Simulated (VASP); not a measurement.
Runs of VASP 6.6.1 on Al. The structure is that of space group R-3m (No. 166), or close to it. The cells are those of the table. 

```tsv
task	cell	k mesh	cutoff (eV)	gap on the mesh (eV)	pressure (GPa)	relaxed volume (Å³/atom)	largest force (eV/Å)
single point	a = 5.304 Å, angles 31.2°, 2 atoms	6 × 6 × 6	520	none	0.0	-	0.01
relaxation of cell and atoms	relaxed from a = 3.823 Å, angles 54.5°, 2 atoms	6 × 6 × 6	500	none	0.0	16.45	-
single point	a = 3.823 Å, angles 54.5°, 2 atoms	6 × 6 × 6	500	none	20.0	-	3.54
relaxation of cell and atoms	relaxed from a = 4.426 Å, angles 44.2°, 2 atoms	6 × 6 × 6	600	none	0.2	16.47	0.04
single point	a = 5.317 Å, angles 31.0°, 2 atoms	24 × 24 × 24	520	none	0.0	-	-
single point	a = 5.494 Å, angles 29.5°, 2 atoms	9 × 9 × 9	520	none	(b)	-	-
relaxation of cell and atoms	relaxed from a = 5.304 Å, angles 31.2°, 2 atoms	9 × 9 × 9	600	none	0.0	(a)	0.02
```

Alike in all rows: level PBE; potentials or basis VASP PAW PBE potentials, release 64 (Al); no spin polarisation; smearing gaussian 0.1 eV.

Estimate the missing entries.

(a) 17.77; (b) -0.1.

Caveats: some runs use coarse meshes; forces of over 1 eV/Å act on the atoms, so gaps and moduli don't describe the material at rest (some runs).

A gap of «none» marks levels without a gap at the run's occupations.
